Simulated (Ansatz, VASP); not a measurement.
**One calculation of HgTe, two programs**

INCAR

```
ALGO = Normal
EDIFF = 1E-7
ENCUT = 520
GGA = PE
ISIF = 2
ISMEAR = -1
LASPH = True
LCHARG = False
LREAL = False
LWAVE = False
NBANDS = 16
NELM = 100
PREC = Accurate
SIGMA = 0.03
```

File KPOINTS:

```
k-points
0
Gamma
  11 11 11
```

File POSCAR:

```
HgTe
1.0
    0.0000000000      3.2448483043      3.2448483043
    3.2448483043      0.0000000000      3.2448483043
    3.2448483043      3.2448483043      0.0000000000
Hg Te
1 1
Direct
    0.0000000000      0.0000000000      0.0000000000
    0.7500000000      0.7500000000      0.7500000000
```

Input for Ansatz:

```yaml
crystal:
  lattice:
    - [0.0, 3.2448483043, 3.2448483043]
    - [3.2448483043, 0.0, 3.2448483043]
    - [3.2448483043, 3.2448483043, 0.0]
  atoms:
    - { symbol: Hg, position: [0.0, 0.0, 0.0] }
    - { symbol: Te, position: [0.75, 0.75, 0.75] }
kpoints:
  mp_grid: { grid: [11, 11, 11] }
  band_path:
    path:
      - [0.0, 0.0, 0.0]
      - [-0.5, -0.5, 0.0]
      - [-0.375, -0.375, 0.25]
      - [-0.375, 0.0, 0.375]
      - [0.0, 0.0, 0.0]
      - [0.0, 0.0, 0.5]
      - [-0.5, -0.25, 0.25]
      - [-0.5, -0.5, 0.0]
    npoints: 5
scf:
  occupations: { method: fermi_dirac, width: 0.03 }
hamiltonian:
  xc: pbe
  pseudopotentials: { kind: all_electron, lapw: { basis_error: 0.0005 } }
output:
  forces: true
  stress: true
  eigenvalues: true
```

Change from the starting cell: volume scaled by 1.02.

Alike in both runs: task single point; functional PBE; k mesh 11 × 11 × 11; occupations fermi-dirac, width 0.03 eV; no spin polarisation.

```csv
,VASP,Ansatz
version,VASP 6.6.1,Ansatz 0.2.0
potentials or method,"VASP PAW PBE potentials, release 64 (Hg, Te), cutoff 520 eV","all-electron LAPW, scalar-relativistic"
```

Ansatz gave:

```
pressure (GPa) : 3.0
```

**Question.** Which values does VASP return?

**Answer.** Pressure (GPa): 3.1.

Ansatz ran all-electron here, and VASP with PAW potentials.

Spin-orbit coupling is off throughout.
